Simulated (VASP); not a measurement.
# Ti (P6_3/mmc) in VASP: a series of runs, part 2 of 2

VASP 6.6.1. Earlier steps stand in the parts before.

## Step 5: Single point, LDA

INCAR reads:

```
SYSTEM = Ti
PREC     = Accurate       ! precision mode
ENCUT    = 520            ! plane-wave cutoff, eV
EDIFF    = 1E-7           ! SCF threshold, eV
ISMEAR   = 1              ! smearing method
SIGMA    = 0.03           ! smearing width, eV
LREAL    = .FALSE.        ! projectors in reciprocal space
LASPH    = .TRUE.         ! aspherical terms in the spheres
NELM     = 100            ! most SCF steps
ALGO     = Normal         ! electronic algorithm
ISIF     = 2              ! what is computed and relaxed
LWAVE    = .FALSE.        ! write WAVECAR
LCHARG   = .FALSE.        ! write CHGCAR
NBANDS   = 19             ! bands
```

KPOINTS reads:

```
regular mesh
0
G
  13 13 7
  0 0 0
```

POSCAR reads:

```
Ti
1.0
    2.8638698861      0.0000000000      0.0000000000
   -1.4319349430      2.4801840745      0.0000000000
    0.0000000000      0.0000000000      4.5399943151
Ti
2
Direct
    0.3333333333      0.6666666667      0.2500000000
    0.6666666667      0.3333333333      0.7500000000
```

Potentials or basis: VASP PAW LDA potentials, release 64 (Ti_sv).

Command:

```
> cat potpaw_LDA.64/Ti_sv/POTCAR > POTCAR
> mpirun -np 1 vasp_std > vasp.out
```

OUTCAR:

```text
SYSTEM = Ti
   PREC = Accurate
   ENCUT = 520
   EDIFF = 1E-7
   ISMEAR = 1
   LREAL = .FALSE.
   LASPH = .TRUE.
   NELM = 100
   ISIF = 2

 ion  position               nearest neighbor table
   1  0.333  0.667  0.250-   2 2.81   2 2.81   2 2.81   2 2.81   2 2.81   2 2.81
   2  0.667  0.333  0.750-   1 2.81   1 2.81   1 2.81   1 2.81   1 2.81   1 2.81

  LATTYP: Found a hexagonal cell.
 ALAT       =     2.8638698861
 C/A-ratio  =     1.5852655657

  Lattice vectors:

 A1 = (   2.8638698861,   0.0000000000,   0.0000000000)
 A2 = (  -1.4319349430,   2.4801840745,   0.0000000000)
 A3 = (   0.0000000000,   0.0000000000,   4.5399943151)

Analysis of symmetry for initial positions (statically):
=====================================================================
 Subroutine PRICEL returns:
 Original cell was already a primitive cell.

 Routine SETGRP: Setting up the symmetry group for a
 hexagonal supercell.

 Subroutine GETGRP returns: Found 24 space group operations
 (whereof 12 operations were pure point group operations)
 out of a pool of 24 trial point group operations.

The static configuration has the point symmetry D_3d.
 The point group associated with its full space group is D_6h.

Analysis of symmetry for dynamics (positions and initial velocities):
=====================================================================
 Subroutine PRICEL returns:
 Original cell was already a primitive cell.

 Routine SETGRP: Setting up the symmetry group for a
 hexagonal supercell.

 Subroutine GETGRP returns: Found 24 space group operations
 (whereof 12 operations were pure point group operations)
 out of a pool of 24 trial point group operations.

The dynamic configuration has the point symmetry D_3d.
 The point group associated with its full space group is D_6h.

 Subroutine INISYM returns: Found 24 space group operations
 (whereof 12 operations are pure point group operations),
 and found     1 'primitive' translations

----------------------------------------------------------------------------------------

                                     Primitive cell

  volume of cell :      32.2472

  direct lattice vectors                    reciprocal lattice vectors
     2.863869886  0.000000000  0.000000000     0.349177875  0.201597940  0.000000000
    -1.431934943  2.480184074  0.000000000     0.000000000  0.403195880  0.000000000
     0.000000000  0.000000000  4.539994315     0.000000000  0.000000000  0.220264593

  length of vectors
     2.863869886  2.863869886  4.539994315     0.403195880  0.403195880  0.220264593

  position of ions in fractional coordinates (direct lattice)
     0.333333333  0.666666667  0.250000000
     0.666666667  0.333333333  0.750000000

  ion indices of the primitive-cell ions
   primitive index   ion index
                 1           1
                 2           2

----------------------------------------------------------------------------------------

 KPOINTS: regular mesh

Automatic generation of k-mesh.
 Grid dimensions read from file:
 generate k-points for:   13   13    7

 Generating k-lattice:

  Cartesian coordinates                     Fractional coordinates (reciprocal lattice)
     0.026859837  0.015507534  0.000000000     0.076923077  0.000000000  0.000000000
     0.000000000  0.031015068  0.000000000     0.000000000  0.076923077  0.000000000
     0.000000000  0.000000000  0.031466370     0.000000000  0.000000000  0.142857143

  Length of vectors
     0.031015068  0.031015068  0.031466370

  Shift w.r.t. Gamma in fractional coordinates (k-lattice)
     0.000000000  0.000000000  0.000000000

 Subroutine IBZKPT returns following result:
 ===========================================

 Found     84 irreducible k-points:

 Following reciprocal coordinates:
            Coordinates               Weight
  0.000000  0.000000  0.000000      1.000000
  0.076923  0.000000  0.000000      6.000000
  0.153846 -0.000000  0.000000      6.000000
  0.230769 -0.000000  0.000000      6.000000
  0.307692 -0.000000  0.000000      6.000000
  0.384615 -0.000000  0.000000      6.000000
[... 16 lines left out ...]
  0.076923  0.000000  0.142857     12.000000
  0.153846 -0.000000  0.142857     12.000000
 [... further k-points ...]
   k-points           NKPTS =     84   k-points in BZ     NKDIM =     84   number of bands    NBANDS=     19
   number of dos      NEDOS =    301   number of ions     NIONS =      2
   total plane-waves  NPLWV =  20736
   dimension x,y,z NGX =    24 NGY =   24 NGZ =   36
   dimension x,y,z NGXF=    48 NGYF=   48 NGZF=   72
   ions per type =               2
   NGX,Y,Z   is equivalent  to a cutoff of  13.93, 13.93, 13.18 a.u.
   NGXF,Y,Z  is equivalent  to a cutoff of  27.86, 27.86, 26.37 a.u.
 SYSTEM =  Ti
   PREC   = accura    normal or accurate (medium, high low for compatibility)
   ISTART =      0    job   : 0-new  1-cont  2-samecut
   ICHARG =      2    charge: 1-file 2-atom 10-const
   ISPIN  =      1    spin polarized calculation?
   LNONCOLLINEAR =      F non collinear calculations
   LSORBIT =      F    spin-orbit coupling
   LASPH  =      T    aspherical Exc in radial PAW
   ENCUT  =  520.0 eV  38.22 Ry    6.18 a.u.   5.32  5.32  8.44*2*pi/ulx,y,z
   NELM   =    100;   NELMIN=  2; NELMDL= -5     # of ELM steps
   EDIFF  = 0.1E-06   stopping-criterion for ELM
   LREAL  =      F    real-space projection
   EDIFFG = 0.1E-05   stopping-criterion for IOM
   NSW    =      0    number of steps for IOM
   IBRION =     -1    ionic relax: 0-MD 1-quasi-New 2-CG
   NFREE  =      0    steps in history (QN), initial steepest desc. (CG)
   ISIF   =      2    stress and relaxation
   ISYM   =      2    0-nonsym 1-usesym 2-fastsym
   POTIM  = 0.5000    time-step for ionic-motion
   TEBEG  =    0.0;   TEEND  =   0.0 temperature during run
   PSTRESS=    0.0 pullay stress
   NELECT =      24.0000    total number of electrons
   NUPDOWN=      -1.0000    fix difference up-down
   EMIN   =  10.00;   EMAX   =-10.00  energy-range for DOS
   EFERMI =   0.00;   METHOD = LEGACY
   ISMEAR =     1;   SIGMA  =   0.03  broadening in eV -4-tet -1-fermi 0-gaus
   EFERMI_NEDOS =   21; number of points for ismear=-14 and -15
   IALGO  =     38    algorithm
   IMIX   =      4    mixing-type and parameters
     AMIX     =   0.40;   BMIX     =  1.00
     AMIX_MAG =   1.60;   BMIX_MAG =  1.00
  volume/ion in A,a.u.               =      16.12       108.81
  Fermi-wavevector in a.u.,A,eV,Ry     =   1.483592  2.803582 29.947028  2.201044
  Thomas-Fermi vector in A             =   2.597234
   LORBIT       =      0    0 simple, 1 ext, 2 COOP (PROOUT), +10 PAW based schemes
   GGA     = CA    functional components
   LHFCALC =     F    Hartree Fock is set to
   AEXX    =    0.0000 exact exchange contribution
   IVDW    =     0    specifies the selected vdW correction
   LEPSILON=     F    determine dielectric tensor
   LRPA    =     F    only Hartree local field effects (RPA)
 non-spin polarized calculation
 Methfessel and Paxton  Order N= 1 SIGMA  =   0.03
  energy-cutoff  :      520.00
  volume of cell :       32.25
 maximum number of plane-waves:       883
 NGX is ok and might be reduce to    24
   NGX = 11   NGY = 11   NGZ = 17

 number of electron      24.0000004 magnetization

 Free energy of the ion-electron system (eV)
  ---------------------------------------------------
  ext. energy  EPLUGINS =         0.00000000
  ---------------------------------------------------
  free energy    TOTEN  =       -17.09763492 eV

  energy without entropy =      -17.09749704  energy(sigma->0) =      -17.09758896

 E-fermi :   8.9424     XC(G=0): -12.1450

 val. band max:        8.9345962372   @ k =   0.1538  -0.0000   0.1429
 cond. band min:       8.9505423088   @ k =   0.2308   0.2308   0.4286
 fundamental gap:      0.0159460716
 Fermi energy:         8.9423769976

 k-point     1 :       0.0000    0.0000    0.0000
  band No.  band energies     occupation
      1     -47.1491      2.00000
      2     -46.9548      2.00000
      3     -24.2225      2.00000
      4     -23.3912      2.00000
      5     -23.3912      2.00000
      6     -23.2967      2.00000
[... 11 lines left out ...]
     18      10.6167      0.00000
     19      12.3183      0.00000

 k-point     2 :       0.0769    0.0000    0.0000
  band No.  band energies     occupation
      1     -47.1408      2.00000
      2     -46.9515      2.00000
      3     -24.2054      2.00000
      4     -23.4266      2.00000
      5     -23.4030      2.00000
      6     -23.3038      2.00000
[... 476 lines left out ...]
 k-point    24 :       0.1538   -0.0000    0.1429
  band No.  band energies     occupation
      1     -47.1088      2.00000
      2     -46.9515      2.00000
      3     -24.1216      2.00000
      4     -23.5153      2.00000
      5     -23.4445      2.00000
      6     -23.4270      2.00000
[... 11 lines left out ...]
     18      10.8132      0.00000
     19      12.4737      0.00000

 [... further k-points ...]
[... 5 lines left out ...]
  --------------------------------------------------------------------------------------
  -------------------------------------------------------------------------------------
  Total       -0.1216828     -0.1216828      0.0126783     -0.0000000     -0.0000000      0.0000000
  in kB       -6.0457117     -6.0457117      0.6299106     -0.0000000     -0.0000000      0.0000000
  external PRESSURE =      -3.8205043 kB  Pullay stress =       0.0000000 kB

 VOLUME and BASIS-vectors are now :
 -----------------------------------------------------------------------------
  energy-cutoff  :      520.00
  volume of cell :       32.25
      direct lattice vectors                 reciprocal lattice vectors
     2.863869886  0.000000000  0.000000000     0.349177875  0.201597940  0.000000000
    -1.431934943  2.480184074  0.000000000     0.000000000  0.403195880  0.000000000
     0.000000000  0.000000000  4.539994315     0.000000000  0.000000000  0.220264593

 POSITION                                       TOTAL-FORCE (eV/Angst)
 -----------------------------------------------------------------------------------
     -0.00000      1.65346      1.13500        -0.000000      0.000000      0.000000
      1.43193      0.82673      3.40500         0.000000     -0.000000      0.000000
 -----------------------------------------------------------------------------------
    total drift:                               -0.000000      0.000000     -0.000000

  FREE ENERGIE OF THE ION-ELECTRON SYSTEM (eV)
  ---------------------------------------------------
  free  energy   TOTEN  =       -17.0976349193 eV

  energy  without entropy=      -17.0974970442  energy(sigma->0) =      -17.09758896
```

It took 28 s on 1 thread of Intel Xeon Platinum 8488C (Sapphire Rapids), shared host; peak memory 0.14 GiB.

What came out:

| Quantity | Value |
| --- | --- |
| Free energy | -17.0976 eV |
| Pressure | -0.4 GPa |
| Band gap on the k mesh | zero (band 12 reaches 9.68 eV, above the bottom of band 13 at 8.59 eV) |

Stress tensor (GPa, compression positive):
```
-0.60  0.00  0.00
 0.00 -0.60  0.00
 0.00  0.00  0.06
```

Levels at points of the mesh, in eV from the Fermi level:
```tsv
k point	band 8	band 9	band 10	band 11	band 12	band 13	band 14	band 15	band 16	band 17
(0.00, 0.00, 0.00)	-32.20	-6.33	-2.91	0.74	0.74	0.87	1.06	1.30	1.30	1.67
```

## Step 6: The runs side by side

```tsv
k mesh	smearing	gap on the mesh (eV)	pressure (GPa)
13 × 13 × 7	methfessel-paxton 1 eV	none	-0.6
13 × 13 × 8	fermi-dirac 0.1 eV	none	-0.1
18 × 18 × 10	fermi-dirac 0.1 eV	none	-0.1
13 × 13 × 7	methfessel-paxton 0.03 eV	none	-0.4
```

Alike in all rows: task single point; level LDA; potentials or basis VASP PAW LDA potentials, release 64 (Ti_sv); no spin polarisation; cell as given; cutoff (eV) 520.

Every run on the cell as given and a fine mesh finds a metal.

Total energies depend on the potentials used, so only differences within one code and one set of settings carry meaning.
